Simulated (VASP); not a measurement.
# Ir (Fm-3m) in VASP: further runs, part 2 of 2

VASP 6.6.1.

## 3. Relaxation of cell and atoms, PBEsol

This run uses another cell than the first one, of 14.06 Å³/atom, 0.997 times its volume.

The input, INCAR:

```
SYSTEM = Ir
PREC = Accurate
ENCUT = 600
EDIFF = 1E-6
ISMEAR = 1
SIGMA = 0.05
LREAL = .False.
LASPH = .True.
NELM = 60
ALGO = Normal
ISIF = 3
LWAVE = .False.
LCHARG = .False.
GGA = PS
IBRION = 2
NSW = 60
EDIFFG = -0.01
```

The input, KPOINTS:

```
regular mesh
0
Gamma
  8 8 8
  0 0 0
```

The input, POSCAR:

```
Ir
1.0
    0.0000000000      1.9156000000      1.9156000000
    1.9156000000      0.0000000000      1.9156000000
    1.9156000000      1.9156000000      0.0000000000
Ir
1
Direct
    0.0000000000      0.0000000000      0.0000000000
```

Potentials or basis: VASP PAW PBE potentials, release 64 (Ir).

Launch:

```sh
$ cat potpaw_PBE.64/Ir/POTCAR > POTCAR
$ mpirun -np 1 vasp_std > vasp.out
```

OUTCAR:

```text
SYSTEM = Ir
   PREC = Accurate
   ENCUT = 600
   EDIFF = 1E-6
   ISMEAR = 1
   LREAL = .False.
   LASPH = .True.
   NELM = 60
   ISIF = 3
   GGA = PS
   IBRION = 2
   NSW = 60
   EDIFFG = -0.01

 ion  position               nearest neighbor table
   1  0.000  0.000  0.000-

  LATTYP: Found a face centered cubic cell.
 ALAT       =     3.8312000000

  Lattice vectors:

 A1 = (   0.0000000000,   1.9156000000,   1.9156000000)
 A2 = (   1.9156000000,   0.0000000000,   1.9156000000)
 A3 = (   1.9156000000,   1.9156000000,   0.0000000000)

Analysis of symmetry for initial positions (statically):
=====================================================================
 Subroutine PRICEL returns:
 Original cell was already a primitive cell.

 Routine SETGRP: Setting up the symmetry group for a
 face centered cubic supercell.

 Subroutine GETGRP returns: Found 48 space group operations
 (whereof 48 operations were pure point group operations)
 out of a pool of 48 trial point group operations.

The static configuration has the point symmetry O_h .

Analysis of symmetry for dynamics (positions and initial velocities):
=====================================================================
 Subroutine PRICEL returns:
 Original cell was already a primitive cell.

 Routine SETGRP: Setting up the symmetry group for a
 face centered cubic supercell.

 Subroutine GETGRP returns: Found 48 space group operations
 (whereof 48 operations were pure point group operations)
 out of a pool of 48 trial point group operations.

The dynamic configuration has the point symmetry O_h .

 Subroutine INISYM returns: Found 48 space group operations
 (whereof 48 operations are pure point group operations),
 and found     1 'primitive' translations

----------------------------------------------------------------------------------------

                                     Primitive cell
[... 114 lines left out ...]
   GGA     = PS    functional components
   LHFCALC =     F    Hartree Fock is set to
   AEXX    =    0.0000 exact exchange contribution
   IVDW    =     0    specifies the selected vdW correction
   LEPSILON=     F    determine dielectric tensor
   LRPA    =     F    only Hartree local field effects (RPA)
 conjugate gradient relaxation of ions
 non-spin polarized calculation
 Methfessel and Paxton  Order N= 1 SIGMA  =   0.05
  energy-cutoff  :      600.00
  volume of cell :       14.06
 maximum number of plane-waves:       489
 NGX is ok and might be reduce to    24
   NGX = 11   NGY = 11   NGZ = 11

--------------------------------------- Ionic step        1  -------------------------------------------

 number of electron       9.0000000 magnetization

 Free energy of the ion-electron system (eV)
  ---------------------------------------------------
  ext. energy  EPLUGINS =         0.00000000
  ---------------------------------------------------
  free energy    TOTEN  =        -9.74128047 eV

  energy without entropy =       -9.74144657  energy(sigma->0) =       -9.74133584

------------------------ aborting loop because EDIFF is reached ----------------------------------------

  FORCE on cell =-STRESS in cart. coord.  units (eV):
  Direction    XX          YY          ZZ          XY          YZ          ZX
  --------------------------------------------------------------------------------------
  -------------------------------------------------------------------------------------
  Total        0.1948523      0.1948523      0.1948523      0.0000000     -0.0000000      0.0000000
  in kB       22.2060709     22.2060709     22.2060709      0.0000000     -0.0000000      0.0000000
  external PRESSURE =      22.2060709 kB  Pullay stress =       0.0000000 kB
[... 22 lines left out ...]
--------------------------------------- Ionic step        2  -------------------------------------------

 number of electron       9.0000000 magnetization

 E-fermi :   9.9282     XC(G=0): -13.9724

 val. band max:        9.8832583609   @ k =  -0.3750   0.1250   0.0000
 cond. band min:       9.9440328197   @ k =  -0.3750   0.2500   0.0000
 fundamental gap:      0.0607744588
 Fermi energy:         9.9282495542

 k-point     1 :       0.0000    0.0000    0.0000
  band No.  band energies     occupation
      1      -1.0856      2.00000
      2       6.0953      2.00000
      3       6.0953      2.00000
      4       6.0953      2.00000
      5       8.7360      2.00000
      6       8.7360      2.00000
      7      24.2126      0.00000
      8      29.6819      0.00000
[... 287 lines left out ...]
--------------------------------------- Ionic step        3  -------------------------------------------

 number of electron       9.0000000 magnetization

 Free energy of the ion-electron system (eV)
  ---------------------------------------------------
  ext. energy  EPLUGINS =         0.00000000
  ---------------------------------------------------
  free energy    TOTEN  =        -9.74182663 eV

  energy without entropy =       -9.74199977  energy(sigma->0) =       -9.74188434

 E-fermi :  10.3182     XC(G=0): -14.1033

 val. band max:       10.2712693416   @ k =  -0.3750   0.1250   0.0000
 cond. band min:      10.3345546310   @ k =  -0.3750   0.2500   0.0000
 fundamental gap:      0.0632852894
 Fermi energy:        10.3181531738

 k-point     1 :       0.0000    0.0000    0.0000
  band No.  band energies     occupation
      1      -0.9416      2.00000
      2       6.3493      2.00000
      3       6.3493      2.00000
      4       6.3493      2.00000
      5       9.0853      2.00000
      6       9.0853      2.00000
      7      24.5552      0.00000
      8      30.1586      0.00000
[... 281 lines left out ...]
  FREE ENERGIE OF THE ION-ELECTRON SYSTEM (eV)
  ---------------------------------------------------
  free  energy   TOTEN  =        -9.7418266300 eV

  energy  without entropy=       -9.7419997748  energy(sigma->0) =       -9.74188434

 reached required accuracy - stopping structural energy minimisation
```

CONTCAR:

```text
Ir
   1.00000000000000
     0.0000000000000000    1.9192494403588405    1.9192494403588405
     1.9192494403588405    0.0000000000000000    1.9192494403588405
     1.9192494403588405    1.9192494403588405    0.0000000000000000
  Ir
     1
Direct
     0.0000000000000000    0.0000000000000000    0.0000000000000000

  0.00000000E+00  0.00000000E+00  0.00000000E+00
```

It took 11 s on 1 thread of Intel Xeon Platinum 8559C (Emerald Rapids), shared host; peak memory 0.14 GiB.

What came out:

```
Free energy                            : -9.7418 eV
Relaxed volume                         : 14.14 Å³/atom
Relaxed cell                           : a = 2.714 Å, b = 2.714 Å, c = 2.714 Å, α = 60.00°, β = 60.00°, γ = 60.00°
Space group after relaxing (to 0.05 Å) : Fm-3m (No. 225)
Energy gained by relaxing              : 0.5 meV/atom
Ionic steps                            : 3
Pressure after relaxing                : 0.0 GPa
```

Step by step:
| step | energy change (eV) | largest force (eV/Å) | pressure (GPa) | volume (Å³) |
| --- | --- | --- | --- | --- |
| 1 | 0.0000 | 0.0000 | 2.22 | 14.06 |
| 2 | 0.0078 | 0.0000 | -8.16 | 14.46 |
| 3 | -0.0005 | 0.0000 | -0.01 | 14.14 |

Final structure:
```xyz
1
Lattice="0.0000 1.9192 1.9192 1.9192 0.0000 1.9192 1.9192 1.9192 0.0000" Properties=species:S:1:pos:R:3 pbc="T T T"
Ir    0.0000    0.0000    0.0000
```

Caveat: the PAW data sets were made with another functional, which shifts forces and pressure a little; spin-orbit coupling is left out, which moves the levels of the heavy elements. Zero-point motion and thermal expansion aren't in these numbers.
